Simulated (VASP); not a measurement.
The system is MgH2.

```
Mg H
1.0
     4.48488    0.00000    0.00000
     0.00000    4.48488    0.00000
     0.00000    0.00000    2.99648
Mg H
2 4
Cartesian
  0.0000 0.0000 0.0000
  2.2424 2.2424 1.4982
  1.3665 1.3665 0.0000
  0.8760 3.6089 1.4982
  3.6089 0.8760 1.4982
  3.1184 3.1184 0.0000
```

Base run:

* Program: VASP 6.6.1
* Functional: PBE
* Potentials or basis: VASP PAW PBE potentials, release 64 (Mg, H)
* Cutoff: 520 eV
* k mesh: 6 × 6 × 8
* Occupations: gaussian, width 0.01 eV
* Spin: no spin polarisation

Its results: band gap on the k mesh 3.84 eV, indirect (least direct gap 4.60 eV); pressure 0.7 GPa.

The run is repeated on the same cell with these changes: functional from PBE to r2SCAN. What comes out?

Band gap on the k mesh 4.46 eV, indirect (least direct gap 5.25 eV); pressure -0.4 GPa.

r2SCAN gives the wider gap, since meta-GGAs in the generalised Kohn-Sham scheme recover part of the derivative discontinuity.

Caveats: the PAW data sets were made with another functional, which shifts forces and pressure a little (some runs).

A k mesh can miss the band edges.
